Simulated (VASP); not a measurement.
SrCl2: single point with PBEsol

The system is SrCl2.

```
Sr Cl
1.0
     0.00000    3.46494    3.46494
     3.46494    0.00000    3.46494
     3.46494    3.46494    0.00000
Sr Cl
1 2
Direct
  0.00000 0.00000 0.00000
  0.75000 0.75000 0.75000
  0.25000 0.25000 0.25000
```

- Program: VASP 6.6.1
- Task: single point
- Functional: PBEsol
- Potentials or basis: VASP PAW PBE potentials, release 64 (Sr_sv, Cl)
- Cutoff: 520 eV
- k mesh: 7 × 7 × 7
- Occupations: fermi-dirac, width 0.05 eV
- Spin: no spin polarisation
- Dipole correction: no
- Further INCAR settings: ALGO = Normal; EDIFF = 1e-06; NBANDS = 19

```yaml
Pressure: -0.2 GPa
Band_gap_on_the_k_mesh: 5.24 eV (least direct gap 5.56 eV)
```

Levels at points of the mesh, in eV from the valence-band top:
```tsv
k point	band 9	band 10	band 11	band 12	band 13	band 14	band 15	band 16
(0.00, 0.00, 0.00)	-2.21	-0.31	-0.31	-0.31	5.24	6.00	6.00	8.95
```

Wall time 17 s on 1 thread of Intel(R) Xeon(R) Platinum 8488C (Sapphire Rapids), on a shared host, peak memory 0.21 GiB.

Caveat: the PAW data sets were made with another functional, which shifts forces and pressure a little; an odd mesh through Γ misses points on the zone boundary, where band edges can lie.
